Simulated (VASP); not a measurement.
# Ce2TiN3 (Immm) in VASP: density of states with PBE

Aim: the density of states of Ce2TiN3 with PBE.

Everything below comes from runs of VASP 6.6.1. Logs are shortened: lines on timing, memory, paths and dates and some standing lists are left out, and cuts for length are marked.

## Step 1: The cell of the first run

The structure is orthorhombic, space group Immm (No. 71). The conventional cell has a = 3.435 Å, b = 3.740 Å, c = 12.427 Å, α = 90.00°, β = 90.00°, γ = 90.00°. Within 3.1 Å of Ce (site symmetry mm2) lie 7 N at 2.36 to 2.55 Å. Within 2.5 Å of Ti (site symmetry mmm) lie 4 N at 1.87 to 2.04 Å. N (site symmetry mmm) has 2 Ti at 1.87 Å within 2.5 Å. Within 2.7 Å of N (site symmetry mm2) lie 1 Ti at 2.04 Å and 5 Ce at 2.36 to 2.55 Å.

## Step 2: Density of states, PBE

The input, POSCAR:

```
Ce2TiN3
1.0
   -1.8700633400     -5.1532298800      6.2137481900
   -3.7401276700      0.0000000000      0.0000000000
    1.8700633400     -1.7177432900     -6.2137481900
Ce Ti N
4 2 6
Direct
    0.6766600000      0.6466800000      0.9700200000
    0.1766600000      0.6466800000      0.4700200000
    0.8233400000      0.3533200000      0.5299800000
    0.3233400000      0.3533200000      0.0299800000
    0.0000000000      0.0000000000      0.0000000000
    0.5000000000      0.0000000000      0.5000000000
    0.0000000000      0.5000000000      0.0000000000
    0.5000000000      0.5000000000      0.5000000000
    0.5819000000      0.8362000000      0.2543000000
    0.0819000000      0.8362000000      0.7543000000
    0.9181000000      0.1638000000      0.2457000000
    0.4181000000      0.1638000000      0.7457000000
```

The input, INCAR.step1:

```
PREC = Accurate
ENCUT = 520
EDIFF = 1E-6
ISMEAR = -1
SIGMA = 0.1
LREAL = F
LASPH = T
NELM = 100
ALGO = Normal
ISIF = 2
LWAVE = F
LCHARG = T
LMAXMIX = 6
GGA = PE
NBANDS = 63
```

The input, KPOINTS.step1:

```
regular mesh
0
Gamma
  5 5 5
```

The input, INCAR.step2:

```
PREC = Accurate
ENCUT = 520
EDIFF = 1E-6
ISMEAR = -5
SIGMA = 0.1
LREAL = F
LASPH = T
NELM = 100
ALGO = Normal
ISIF = 2
LWAVE = F
LCHARG = F
LMAXMIX = 6
GGA = PE
LORBIT = 10
NBANDS = 63
NEDOS = 1001
ICHARG = 11
```

The input, KPOINTS.step2:

```
regular mesh
0
Gamma
  8 8 8
```

Potentials or basis: VASP PAW PBE potentials, release 64 (Ce, Ti_sv, N).

Launch:

```sh
$ cat potpaw_PBE.64/Ce/POTCAR potpaw_PBE.64/Ti_sv/POTCAR potpaw_PBE.64/N/POTCAR > POTCAR
$ cp INCAR.step1 INCAR
$ cp KPOINTS.step1 KPOINTS
$ mpirun -np 1 vasp_std > vasp.out
$ cp INCAR.step2 INCAR
$ cp KPOINTS.step2 KPOINTS
$ mpirun -np 1 vasp_std > vasp.out
```

OUTCAR:

```text
PREC = Accurate
   ENCUT = 520
   EDIFF = 1E-6
   ISMEAR = -5
   LREAL = F
   LASPH = T
   NELM = 100
   ISIF = 2
   GGA = PE
   LORBIT = 10
   ICHARG = 11

 ion  position               nearest neighbor table
   1  0.677  0.647  0.970-   9 2.36
   2  0.177  0.647  0.470-  10 2.36
   3  0.823  0.353  0.530-  11 2.36
   4  0.323  0.353  0.030-  12 2.36
   5  0.000  0.000  0.000-   7 1.87   7 1.87  11 2.04  10 2.04
   6  0.500  0.000  0.500-   8 1.87   8 1.87  12 2.04   9 2.04
   7  0.000  0.500  0.000-   5 1.87   5 1.87
   8  0.500  0.500  0.500-   6 1.87   6 1.87
   9  0.582  0.836  0.254-   6 2.04   1 2.36
  10  0.082  0.836  0.754-   5 2.04   2 2.36
  11  0.918  0.164  0.246-   5 2.04   3 2.36
  12  0.418  0.164  0.746-   6 2.04   4 2.36

  LATTYP: Found a base centered monoclinic cell.
 ALAT       =    12.8936121516
 B/A-ratio  =     0.2900760180
 C/A-ratio  =     0.5328974603
 COS(beta)  =    -0.2664487298

  Lattice vectors:

 A1 = (   1.8700643300,   1.7177432900,   6.2137481900)
 A2 = (  -1.8700633400,   1.7177432900,   6.2137481900)
 A3 = (   0.0000000000,  -6.8709731700,   0.0000000000)

Analysis of symmetry for initial positions (statically):
=====================================================================
 Subroutine PRICEL returns following result:

  LATTYP: Found a body centered orthorhombic cell.
 ALAT       =     3.4354865850
 B/A-ratio  =     1.0886747998
 C/A-ratio  =     3.6173904547

  Lattice vectors:

 A1 = (  -1.8700633400,  -1.7177432950,   6.2137481900)
 A2 = (   1.8700643300,   1.7177432900,   6.2137481900)
 A3 = (  -1.8700643300,   1.7177432950,  -6.2137481900)

   2 primitive cells build up your supercell.

 Routine SETGRP: Setting up the symmetry group for a
 base centered monoclinic supercell.

 Subroutine GETGRP returns: Found  4 space group operations
 (whereof  4 operations were pure point group operations)
 out of a pool of  4 trial point group operations.

The static configuration has the point symmetry C_2h.

Analysis of symmetry for dynamics (positions and initial velocities):
=====================================================================
 Subroutine PRICEL returns following result:

  LATTYP: Found a body centered orthorhombic cell.
 ALAT       =     3.4354865850
 B/A-ratio  =     1.0886747998
 C/A-ratio  =     3.6173904547

  Lattice vectors:

 A1 = (  -1.8700633400,  -1.7177432950,   6.2137481900)
 A2 = (   1.8700643300,   1.7177432900,   6.2137481900)
 A3 = (  -1.8700643300,   1.7177432950,  -6.2137481900)

   2 primitive cells build up your supercell.

 Routine SETGRP: Setting up the symmetry group for a
 base centered monoclinic supercell.

 Subroutine GETGRP returns: Found  4 space group operations
 (whereof  4 operations were pure point group operations)
 out of a pool of  4 trial point group operations.

The dynamic configuration has the point symmetry C_2h.

 Subroutine INISYM returns: Found  4 space group operations
 (whereof  4 operations are pure point group operations),
 and found     2 'primitive' translations

----------------------------------------------------------------------------------------

                                     Primitive cell

  volume of cell :      79.8414

  direct lattice vectors                    reciprocal lattice vectors
    -1.870063340 -1.717743295  6.213748190    -0.267370552  0.000000000  0.080466752
     1.870064330  1.717743290  6.213748190     0.000000000  0.291079582  0.080466730
    -1.870064330  1.717743295 -6.213748190    -0.267370552  0.291079582  0.000000021

  length of vectors
     6.712558789  6.712559063  6.712559065     0.279216601  0.301997050  0.395239592

  position of ions in fractional coordinates (direct lattice)
     0.353320000  0.353320000  0.000000000
     0.646680000  0.646680000  1.000000000
[... 27 lines left out ...]
     0.000000000 -0.018192474 -0.015087512     0.000000000  0.000000000  0.125000000

  Length of vectors
     0.018874816  0.034902074  0.023634702

  Shift w.r.t. Gamma in fractional coordinates (k-lattice)
     0.000000000  0.000000000  0.000000000

 TETIRR: Found    768 inequivalent tetrahedra from     3072

 Subroutine IBZKPT returns following result:
 ===========================================

 Found    150 irreducible k-points:

 Following reciprocal coordinates:
            Coordinates               Weight
  0.000000  0.000000  0.000000      1.000000
  0.125000  0.000000  0.000000      2.000000
  0.250000  0.000000  0.000000      2.000000
  0.375000  0.000000  0.000000      2.000000
  0.500000  0.000000  0.000000      1.000000
  0.000000  0.125000  0.000000      4.000000
[... 16 lines left out ...]
  0.125000  0.375000 -0.000000      4.000000
  0.250000  0.375000  0.000000      4.000000
 [... further k-points ...]
   k-points           NKPTS =    150   k-points in BZ     NKDIM =    150   number of bands    NBANDS=     63
   number of dos      NEDOS =   1001   number of ions     NIONS =     12
   total plane-waves  NPLWV =  89600
   dimension x,y,z NGX =    64 NGY =   28 NGZ =   50
   dimension x,y,z NGXF=   128 NGYF=   56 NGZF=  100
   ions per type =               4   2   6
   NGX,Y,Z   is equivalent  to a cutoff of  12.84, 12.45, 12.38 a.u.
   NGXF,Y,Z  is equivalent  to a cutoff of  25.68, 24.89, 24.77 a.u.
 SYSTEM =  unknown system
   PREC   = accura    normal or accurate (medium, high low for compatibility)
   ISTART =      0    job   : 0-new  1-cont  2-samecut
   ICHARG =     11    charge: 1-file 2-atom 10-const
   ISPIN  =      1    spin polarized calculation?
   LNONCOLLINEAR =      F non collinear calculations
   LSORBIT =      F    spin-orbit coupling
   LASPH  =      T    aspherical Exc in radial PAW
   ENCUT  =  520.0 eV  38.22 Ry    6.18 a.u.  15.41  6.95 12.48*2*pi/ulx,y,z
   NELM   =    100;   NELMIN=  2; NELMDL=  0     # of ELM steps
   EDIFF  = 0.1E-05   stopping-criterion for ELM
   LREAL  =      F    real-space projection
   EDIFFG = 0.1E-04   stopping-criterion for IOM
   NSW    =      0    number of steps for IOM
   IBRION =     -1    ionic relax: 0-MD 1-quasi-New 2-CG
   NFREE  =      0    steps in history (QN), initial steepest desc. (CG)
   ISIF   =      2    stress and relaxation
   ISYM   =      2    0-nonsym 1-usesym 2-fastsym
   POTIM  = 0.5000    time-step for ionic-motion
   TEBEG  =    0.0;   TEEND  =   0.0 temperature during run
   PSTRESS=    0.0 pullay stress
   NELECT =     102.0000    total number of electrons
   NUPDOWN=      -1.0000    fix difference up-down
   EMIN   =  10.00;   EMAX   =-10.00  energy-range for DOS
   EFERMI =   0.00;   METHOD = LEGACY
   ISMEAR =    -5;   SIGMA  =   0.10  broadening in eV -4-tet -1-fermi 0-gaus
   EFERMI_NEDOS =   21; number of points for ismear=-14 and -15
   IALGO  =     38    algorithm
   IMIX   =      4    mixing-type and parameters
     AMIX     =   0.40;   BMIX     =  1.00
     AMIX_MAG =   1.60;   BMIX_MAG =  1.00
  volume/ion in A,a.u.               =      13.31        89.80
  Fermi-wavevector in a.u.,A,eV,Ry     =   1.409902  2.664328 27.045964  1.987822
  Thomas-Fermi vector in A             =   2.531910
   LORBIT       =     10    0 simple, 1 ext, 2 COOP (PROOUT), +10 PAW based schemes
   GGA     = PE    functional components
   LHFCALC =     F    Hartree Fock is set to
   AEXX    =    0.0000 exact exchange contribution
   IVDW    =     0    specifies the selected vdW correction
   LEPSILON=     F    determine dielectric tensor
   LRPA    =     F    only Hartree local field effects (RPA)
 non-spin polarized calculation
 Fermi weights with tetrahedron method with Bloechl corrections
  energy-cutoff  :      520.00
  volume of cell :      159.68
 maximum number of plane-waves:      4328
 NGX is ok and might be reduce to    64

 number of electron     102.0000010 magnetization

 Free energy of the ion-electron system (eV)
  ---------------------------------------------------
  ext. energy  EPLUGINS =         0.00000000
  ---------------------------------------------------
  free energy    TOTEN  =      -106.08620397 eV

  energy without entropy =     -106.08620397  energy(sigma->0) =     -106.08620397

 E-fermi :   9.6848     XC(G=0): -12.1782

 val. band max:        9.6924211543   @ k =   0.2500  -0.3750   0.1250
 cond. band min:       9.6337912930   @ k =   0.5000   0.0000   0.0000
 fundamental gap:     -0.0586298613
 Fermi energy:         9.6848131525

 k-point     1 :       0.0000    0.0000    0.0000
  band No.  band energies     occupation
      1     -47.0402      2.00000
      2     -47.0350      2.00000
      3     -24.6959      2.00000
      4     -24.5132      2.00000
      5     -24.4740      2.00000
      6     -24.4010      2.00000
[... 1573 lines left out ...]
     62      10.2556      0.00000
     63      10.2652      0.00000

 [... further k-points ...]
[... 5 lines left out ...]
  --------------------------------------------------------------------------------------
  -------------------------------------------------------------------------------------
  Total       22.1466987      2.4286677     12.5507589      0.0000000      0.0247349      0.0000010
  in kB      222.2087981     24.3680261    125.9279811      0.0000000      0.2481777      0.0000100
  external PRESSURE =     124.1682684 kB  Pullay stress =       0.0000000 kB

 VOLUME and BASIS-vectors are now :
 -----------------------------------------------------------------------------
  energy-cutoff  :      520.00
  volume of cell :      159.68
      direct lattice vectors                 reciprocal lattice vectors
    -1.870063340 -5.153229880  6.213748190     0.000000000 -0.145539791  0.040233365
    -3.740127670  0.000000000  0.000000000    -0.267370552  0.000000000 -0.080466709
     1.870063340 -1.717743290 -6.213748190     0.000000000 -0.145539791 -0.120700096

 POSITION                                       TOTAL-FORCE (eV/Angst)
 -----------------------------------------------------------------------------------
     -1.87006     -5.15323     -1.82287        -0.000000      0.001968     -0.633179
     -1.87006     -1.71774     -1.82287        -0.000000      0.001968     -0.633179
     -1.87006     -5.15323      1.82287         0.000000     -0.001968      0.633179
     -1.87006     -1.71774      1.82287         0.000000     -0.001968      0.633179
      0.00000      0.00000      0.00000         0.000000     -0.000000     -0.000000
      0.00000     -3.43549      0.00000         0.000000      0.000000     -0.000000
     -1.87006      0.00000      0.00000        -0.000000      0.000000     -0.000000
     -1.87006     -3.43549      0.00000        -0.000000      0.000000     -0.000000
     -3.74013     -3.43549      2.03562         0.000000      0.001390      0.328530
     -1.87006     -1.71774     -4.17812         0.000000      0.001390      0.328530
     -1.87006     -5.15323      4.17812        -0.000000     -0.001390     -0.328530
     -0.00000     -3.43549     -2.03562        -0.000000     -0.001390     -0.328530
 -----------------------------------------------------------------------------------
    total drift:                                0.000000      0.000000      0.000000

  FREE ENERGIE OF THE ION-ELECTRON SYSTEM (eV)
  ---------------------------------------------------
  free  energy   TOTEN  =      -106.0862039703 eV

  energy  without entropy=     -106.0862039703  energy(sigma->0) =     -106.08620397

 total charge

# of ion       s       p       d       f       tot
--------------------------------------------------
    1        2.034   5.770   1.032   0.937   9.773
    2        2.034   5.770   1.032   0.937   9.773
    3        2.034   5.770   1.032   0.937   9.773
    4        2.034   5.770   1.032   0.937   9.773
    5        2.257   6.339   2.044   0.000  10.640
    6        2.257   6.339   2.044   0.000  10.640
    7        1.286   2.522   0.000   0.000   3.807
    8        1.286   2.522   0.000   0.000   3.807
    9        1.270   2.415   0.000   0.000   3.685
   10        1.270   2.415   0.000   0.000   3.685
   11        1.270   2.415   0.000   0.000   3.685
   12        1.270   2.415   0.000   0.000   3.685
--------------------------------------------------
tot         20.301  50.460   8.216   3.747  82.725
```

It took 56 min on 1 thread of Intel Xeon Platinum 8259CL at 2.50GHz (Skylake/Cascade Lake), shared host; peak memory 1.2 GiB.

Results:

```
Valence electrons inside the program's atomic spheres : Ce 9.77; Ti 10.64; N 3.81, 3.69
```

Caveat: spin-orbit coupling is left out, which moves the levels of the heavy elements; the run has no spin polarisation, though such a crystal can be magnetic; without U or exact exchange the open f shell lies at the Fermi level, which spoils levels, moments and volumes; tetrahedron occupations give inexact forces and stress in metals. Spin polarisation is off, so any magnetic state and its effect on volume and gap are missing.
